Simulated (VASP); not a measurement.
# TiH2O2 (P-3m1) in VASP: single point with r2SCAN

Aim: the single point of TiH2O2 with r2SCAN.

All numbers are computed with VASP 6.6.1; they aren't measurements. Logs are shortened: lines on timing, memory, paths and dates and some standing lists are left out, and cuts for length are marked.

## (1) The cell of the first run

It takes space group P-3m1 (No. 164, trigonal). Conventional cell: a = 3.202 Å, b = 3.202 Å, c = 4.772 Å, α = 90.00°, β = 90.00°, γ = 120.00°. Within 2.9 Å of Ti (site symmetry -3m) lie 6 O at 2.18 Å and 6 H at 2.81 Å. O (site symmetry 3m) has 1 H at 0.96 Å within 1.3 Å. H (site symmetry 3m) has 1 O at 0.96 Å within 1.3 Å.

## (2) Single point, r2SCAN, collinear spin, antiferromagnetic start

The input, POSCAR:

```
TiH2O2
1.0
    1.6008486798      2.7727565792      0.0000000000
   -3.2017019760     -0.0000026653      0.0000000000
    0.0000000000      0.0000000000      9.5442445192
Ti O H
2 4 4
Direct
    0.0000000000      0.0000000000      0.0000000000
    0.0000000000      0.0000000000      0.5000000000
    0.6666666667      0.3333333333      0.1207036624
    0.6666666667      0.3333333333      0.6207038529
    0.3333333333      0.6666666667      0.3792961471
    0.3333333333      0.6666666667      0.8792963376
    0.6666666667      0.3333333333      0.2217069291
    0.6666666667      0.3333333333      0.7217071145
    0.3333333333      0.6666666667      0.2782928855
    0.3333333333      0.6666666667      0.7782930709
```

The input, INCAR.step1:

```
SYSTEM = TiH2O2
  PREC = Accurate
  ENCUT = 520
  ISMEAR = -1
  SIGMA = 0.1
  LREAL = .FALSE.
  LASPH = .TRUE.
  NELM = 150
  ISPIN = 2
  MAGMOM = 1 -1 0 0 0 0 0 0 0 0
  LMAXMIX = 4
  NBANDS = 41
  GGA = PE
  ALGO = Normal
  EDIFF = 1E-4
  LWAVE = .TRUE.
  LCHARG = .FALSE.
```

The input, INCAR.step2:

```
SYSTEM = TiH2O2
  PREC = Accurate
  ENCUT = 520
  EDIFF = 1E-6
  ISMEAR = -1
  SIGMA = 0.1
  LREAL = .FALSE.
  LASPH = .TRUE.
  NELM = 150
  ALGO = Normal
  ISIF = 2
  LWAVE = .FALSE.
  LCHARG = .FALSE.
  ISPIN = 2
  MAGMOM = 1 -1 0 0 0 0 0 0 0 0
  LORBIT = 11
  LMAXMIX = 4
  METAGGA = R2SCAN
  LMIXTAU = .TRUE.
  NBANDS = 41
  ISTART = 1
```

The input, KPOINTS:

```
Automatic mesh
0
G
  7 7 2
  0 0 0
```

Potentials or basis: VASP PAW PBE potentials, release 64 (Ti_sv, O, H).

The run is started by

```sh
$ cat potpaw_PBE.64/Ti_sv/POTCAR potpaw_PBE.64/O/POTCAR potpaw_PBE.64/H/POTCAR > POTCAR
$ cp INCAR.step1 INCAR
$ mpirun -np 1 vasp_std > vasp.out
$ cp INCAR.step2 INCAR
$ mpirun -np 1 vasp_std > vasp.out
```

OUTCAR:

```text
SYSTEM = TiH2O2
   PREC = Accurate
   ENCUT = 520
   EDIFF = 1E-6
   ISMEAR = -1
   LREAL = .FALSE.
   LASPH = .TRUE.
   NELM = 150
   ISIF = 2
   ISPIN = 2
   LORBIT = 11
   METAGGA = R2SCAN
   ISTART = 1

 ion  position               nearest neighbor table
   1  0.000  0.000  0.000-   3 2.18   6 2.18   3 2.18   6 2.18   3 2.18   6 2.18
   2  0.000  0.000  0.500-   4 2.18   5 2.18   4 2.18   5 2.18   4 2.18   5 2.18
   3  0.667  0.333  0.121-   7 0.96   1 2.18   1 2.18   1 2.18
   4  0.667  0.333  0.621-   8 0.96   2 2.18   2 2.18   2 2.18
   5  0.333  0.667  0.379-   9 0.96   2 2.18   2 2.18   2 2.18
   6  0.333  0.667  0.879-  10 0.96   1 2.18   1 2.18   1 2.18
   7  0.667  0.333  0.222-   3 0.96
   8  0.667  0.333  0.722-   4 0.96
   9  0.333  0.667  0.278-   5 0.96
  10  0.333  0.667  0.778-   6 0.96
[... 7 lines left out ...]
 A1 = (   1.6008486798,   2.7727565792,   0.0000000000)
 A2 = (  -3.2017019760,  -0.0000026653,   0.0000000000)
 A3 = (   0.0000000000,   0.0000000000,   9.5442445192)

Analysis of symmetry for initial positions (statically):
=====================================================================
 Subroutine PRICEL returns following result:

  LATTYP: Found a hexagonal cell.
 ALAT       =     3.2017019760
 C/A-ratio  =     1.4904954600
[... 12 lines left out ...]
 Subroutine GETGRP returns: Found 12 space group operations
 (whereof 12 operations were pure point group operations)
 out of a pool of 24 trial point group operations.

The static configuration has the point symmetry D_3d.

Analysis of symmetry for dynamics (positions and initial velocities):
=====================================================================
 Subroutine PRICEL returns following result:

  LATTYP: Found a hexagonal cell.
 ALAT       =     3.2017019760
 C/A-ratio  =     1.4904954600
[... 12 lines left out ...]
 Subroutine GETGRP returns: Found 12 space group operations
 (whereof 12 operations were pure point group operations)
 out of a pool of 24 trial point group operations.

The dynamic configuration has the point symmetry D_3d.

Analysis of structural, dynamic, and magnetic symmetry:
=====================================================================
 Subroutine PRICEL returns following result:

  LATTYP: Found a hexagonal cell.
 ALAT       =     3.2017019760
 C/A-ratio  =     1.4904954600
[... 12 lines left out ...]
 Subroutine GETGRP returns: Found 12 space group operations
 (whereof 12 operations were pure point group operations)
 out of a pool of 24 trial point group operations.

The overall configuration has the point symmetry D_3d.

 Subroutine INISYM returns: Found 12 space group operations
 (whereof 12 operations are pure point group operations),
 and found     2 'primitive' translations

----------------------------------------------------------------------------------------

                                     Primitive cell

  volume of cell :      42.3647

  direct lattice vectors                    reciprocal lattice vectors
     1.600848680  2.772756579  0.000000000    -0.000000300  0.360652099  0.000000000
    -3.201701976 -0.000002665  0.000000000    -0.312334030  0.180325790  0.000000000
     0.000000000  0.000000000  4.772122260     0.000000000  0.000000000  0.209550373

  length of vectors
     3.201701976  3.201701976  4.772122260     0.360652099  0.360652099  0.209550373

  position of ions in fractional coordinates (direct lattice)
     0.000000000  0.000000000  0.000000000
     0.666666667  0.333333333  0.241407325
     0.333333333  0.666666667  0.758592675
     0.666666667  0.333333333  0.443413858
     0.333333333  0.666666667  0.556586142

  ion indices of the primitive-cell ions
   primitive index   ion index
                 1           1
                 2           3
                 3           6
                 4           7
                 5          10

----------------------------------------------------------------------------------------

 KPOINTS: Automatic mesh

Automatic generation of k-mesh.
 Grid dimensions read from file:
 generate k-points for:    7    7    2

 Generating k-lattice:
[... 42 lines left out ...]
   NGXF,Y,Z  is equivalent  to a cutoff of  24.92, 24.92, 25.08 a.u.
 SYSTEM =  TiH2O2
   PREC   = accura    normal or accurate (medium, high low for compatibility)
   ISTART =      1    job   : 0-new  1-cont  2-samecut
   ICHARG =      0    charge: 1-file 2-atom 10-const
   ISPIN  =      2    spin polarized calculation?
   LNONCOLLINEAR =      F non collinear calculations
   LSORBIT =      F    spin-orbit coupling
   LASPH  =      T    aspherical Exc in radial PAW
   ENCUT  =  520.0 eV  38.22 Ry    6.18 a.u.   5.95  5.95 17.75*2*pi/ulx,y,z
   NELM   =    150;   NELMIN=  2; NELMDL=  0     # of ELM steps
   EDIFF  = 0.1E-05   stopping-criterion for ELM
   LREAL  =      F    real-space projection
   EDIFFG = 0.1E-04   stopping-criterion for IOM
   NSW    =      0    number of steps for IOM
   IBRION =     -1    ionic relax: 0-MD 1-quasi-New 2-CG
   NFREE  =      0    steps in history (QN), initial steepest desc. (CG)
   ISIF   =      2    stress and relaxation
   ISYM   =      2    0-nonsym 1-usesym 2-fastsym
   POTIM  = 0.5000    time-step for ionic-motion
   TEBEG  =    0.0;   TEEND  =   0.0 temperature during run
   PSTRESS=    0.0 pullay stress
   NELECT =      52.0000    total number of electrons
   NUPDOWN=      -1.0000    fix difference up-down
   EMIN   =  10.00;   EMAX   =-10.00  energy-range for DOS
   EFERMI =   0.00;   METHOD = LEGACY
   ISMEAR =    -1;   SIGMA  =   0.10  broadening in eV -4-tet -1-fermi 0-gaus
   EFERMI_NEDOS =   21; number of points for ismear=-14 and -15
   IALGO  =     38    algorithm
   IMIX   =      4    mixing-type and parameters
     AMIX     =   0.40;   BMIX     =  1.00
     AMIX_MAG =   1.60;   BMIX_MAG =  1.00
  volume/ion in A,a.u.               =       8.47        57.18
  Fermi-wavevector in a.u.,A,eV,Ry     =   1.391227  2.629038 26.334241  1.935512
  Thomas-Fermi vector in A             =   2.515086
   LORBIT       =     11    0 simple, 1 ext, 2 COOP (PROOUT), +10 PAW based schemes
   METAGGA = R2SCAN    functional components
   LHFCALC =     F    Hartree Fock is set to
   AEXX    =    0.0000 exact exchange contribution
   IVDW    =     0    specifies the selected vdW correction
   LEPSILON=     F    determine dielectric tensor
   LRPA    =     F    only Hartree local field effects (RPA)
 spin polarized calculation
  energy-cutoff  :      520.00
  volume of cell :       84.73
 maximum number of plane-waves:      2304
 NGX is ok and might be reduce to    24
   NGX = 11   NGY = 11   NGZ = 35

 number of electron      51.9999996 magnetization       0.0000000

 Free energy of the ion-electron system (eV)
  ---------------------------------------------------
  ext. energy  EPLUGINS =         0.00000000
  ---------------------------------------------------
  free energy    TOTEN  =       -79.05595173 eV

  energy without entropy =      -78.96317513  energy(sigma->0) =      -79.00956343

 E-fermi :   7.1452     XC(G=0): -11.0315

 val. band max:        6.9425939018   @ k =   0.0000   0.0000   0.0000
 cond. band min:       7.2678553020   @ k =   0.1429   0.1429   0.5000
 fundamental gap:      0.3252614002
 Fermi energy:         7.1452489959

 spin component 1

 k-point     1 :       0.0000    0.0000    0.0000
  band No.  band energies     occupation
      1     -53.4000      1.00000
      2     -51.4932      1.00000
      3     -28.7250      1.00000
      4     -28.6611      1.00000
      5     -28.6610      1.00000
      6     -26.7678      1.00000
[... 645 lines left out ...]
     37      13.0956      0.00000
     38      13.2825      0.00000
 Fermi energy:         7.1452489959

 spin component 2

 k-point     1 :       0.0000    0.0000    0.0000
  band No.  band energies     occupation
      1     -53.3998      1.00000
      2     -51.4934      1.00000
      3     -28.7248      1.00000
      4     -28.6609      1.00000
      5     -28.6608      1.00000
      6     -26.7680      1.00000
[... 645 lines left out ...]
     37      13.0956      0.00000
     38      13.2825      0.00000
 [bands above 38 left out]

------------------------ aborting loop because EDIFF is reached ----------------------------------------

  FORCE on cell =-STRESS in cart. coord.  units (eV):
  Direction    XX          YY          ZZ          XY          YZ          ZX
  --------------------------------------------------------------------------------------
  -------------------------------------------------------------------------------------
  Total        0.1885764      0.1885764      0.7940577      0.0000000     -0.0000000      0.0000000
  in kB        3.5658565      3.5658565     15.0151143      0.0000000     -0.0000000      0.0000000
  external PRESSURE =       7.3822758 kB  Pullay stress =       0.0000000 kB

 VOLUME and BASIS-vectors are now :
 -----------------------------------------------------------------------------
  energy-cutoff  :      520.00
  volume of cell :       84.73
      direct lattice vectors                 reciprocal lattice vectors
     1.600848680  2.772756579  0.000000000    -0.000000300  0.360652099  0.000000000
    -3.201701976 -0.000002665  0.000000000    -0.312334030  0.180325790  0.000000000
     0.000000000  0.000000000  9.544244519     0.000000000  0.000000000  0.104775187

 POSITION                                       TOTAL-FORCE (eV/Angst)
 -----------------------------------------------------------------------------------
      0.00000      0.00000      0.00000         0.000000      0.000000      0.000000
      0.00000      0.00000      4.77212         0.000000      0.000000      0.000000
     -0.00000      1.84850      1.15203         0.000000      0.000000     -0.089551
     -0.00000      1.84850      5.92415         0.000000     -0.000000     -0.089551
     -1.60085      0.92425      3.62010        -0.000000     -0.000000      0.089551
     -1.60085      0.92425      8.39222        -0.000000     -0.000000      0.089551
     -0.00000      1.84850      2.11603         0.000000      0.000000      0.175541
     -0.00000      1.84850      6.88815         0.000000      0.000000      0.175541
     -1.60085      0.92425      2.65610        -0.000000      0.000000     -0.175541
     -1.60085      0.92425      7.42822        -0.000000      0.000000     -0.175541
 -----------------------------------------------------------------------------------
    total drift:                               -0.000000      0.000000      0.000000

  FREE ENERGIE OF THE ION-ELECTRON SYSTEM (eV)
  ---------------------------------------------------
  free  energy   TOTEN  =       -79.0559517327 eV

  energy  without entropy=      -78.9631751341  energy(sigma->0) =      -79.00956343

 total charge

# of ion       s       p       d       tot
------------------------------------------
    1        2.111   6.090   2.022  10.223
    2        2.111   6.090   2.022  10.223
    3        1.555   3.620   0.000   5.175
    4        1.555   3.620   0.000   5.175
    5        1.555   3.620   0.000   5.175
    6        1.555   3.620   0.000   5.175
    7        0.626   0.139   0.000   0.764
    8        0.626   0.139   0.000   0.764
    9        0.626   0.139   0.000   0.764
   10        0.626   0.139   0.000   0.764
--------------------------------------------------
tot         12.945  27.216   4.044  44.204

 magnetization (x)

# of ion       s       p       d       tot
------------------------------------------
    1        0.013   0.009   1.582   1.603
    2       -0.013  -0.009  -1.582  -1.603
    3        0.001   0.004   0.000   0.005
    4       -0.001  -0.004   0.000  -0.005
    5       -0.001  -0.004   0.000  -0.005
    6        0.001   0.004   0.000   0.005
    7        0.012   0.000   0.000   0.012
    8       -0.012  -0.000   0.000  -0.012
    9       -0.012  -0.000   0.000  -0.012
   10        0.012   0.000   0.000   0.012
--------------------------------------------------
tot          0.000   0.000   0.000   0.000
```

It took 2.7 min on 1 thread of Intel Xeon 6975P-C (Granite Rapids), shared host; peak memory 0.28 GiB.

What came out:

```
Free energy                                           : -79.0560 eV
Pressure                                              : 0.7 GPa
Largest force                                         : 0.176 eV/Å
Band gap on the k mesh                                : zero (filled and empty bands overlap)
Net moment                                            : 0.00 μB per cell
Site moments                                          : Ti +1.60, -1.60; O +0.01, -0.01; H +0.01, -0.01 μB
Valence electrons inside the program's atomic spheres : Ti 10.22; O 5.17; H 0.76
```

Forces on the atoms (eV/Å):
```
Ti   0.000  0.000  0.000
Ti   0.000  0.000  0.000
O    0.000  0.000 -0.090
O    0.000  0.000 -0.090
O    0.000  0.000  0.090
O    0.000  0.000  0.090
H    0.000  0.000  0.176
H    0.000  0.000  0.176
H    0.000  0.000 -0.176
H    0.000  0.000 -0.176
```

Stress tensor (GPa, compression positive):
```
0.36 0.00 0.00
0.00 0.36 0.00
0.00 0.00 1.50
```

Levels at points of the mesh, in eV from the Fermi level:
Spin up:
```
           k point  band 22  band 23  band 24  band 25  band 26  band 27  band 28  band 29  band 30  band 31
(0.00, 0.00, 0.00)    -6.03    -5.80    -5.80    -1.01    -0.48    -0.48    -0.20     1.57     1.63     1.96
(0.00, 0.00, 0.50)    -5.93    -5.89    -5.89    -1.01    -0.48    -0.48     0.41     0.70     1.60     1.96
```
Spin down:
```
           k point  band 22  band 23  band 24  band 25  band 26  band 27  band 28  band 29  band 30  band 31
(0.00, 0.00, 0.00)    -6.03    -5.80    -5.80    -1.01    -0.48    -0.48    -0.20     1.57     1.63     1.96
(0.00, 0.00, 0.50)    -5.93    -5.89    -5.89    -1.01    -0.48    -0.48     0.41     0.70     1.60     1.96
```

Caveat: the PAW data sets were made with another functional, which shifts forces and pressure a little.
